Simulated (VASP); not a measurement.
B, 4 atoms in the cell. It takes space group P4/mmm (No. 123, tetragonal). Conventional cell: a = 4.177 Å, b = 4.177 Å, c = 1.731 Å, α = 90.00°, β = 90.00°, γ = 90.00°. B (site symmetry m2m) has 5 B at 1.73 Å within 2.3 Å. 

| Quantity | Value |
| --- | --- |
| Program | VASP 6.6.1 |
| Task | single point |
| Functional | PBE |
| Potentials or basis | VASP PAW PBE potentials, release 64 (B) |
| Cutoff | 520 eV |
| k mesh | 4 × 4 × 10 |
| Occupations | gaussian, width 0.1 eV |
| Spin | no spin polarisation |
| Dipole correction | no |
| Further INCAR settings | ALGO = Normal; EDIFF = 1e-06; NBANDS = 14 |

Potentials or basis: VASP PAW PBE potentials, release 64 (B).

Command:

```sh
$ cat potpaw_PBE.64/B/POTCAR > POTCAR
$ mpirun -np 1 vasp_std > vasp.out
```

Hardware: 1 thread of Intel(R) Xeon(R) 6975P-C (Granite Rapids), with other jobs on the host.

Question: Estimate the wall time of this run.

Answer: Run time: 4.4 s on 1 thread of Intel(R) Xeon(R) 6975P-C (Granite Rapids) (shared host), peak memory 0.13 GiB. Counts: scf iterations 13, k points 36.
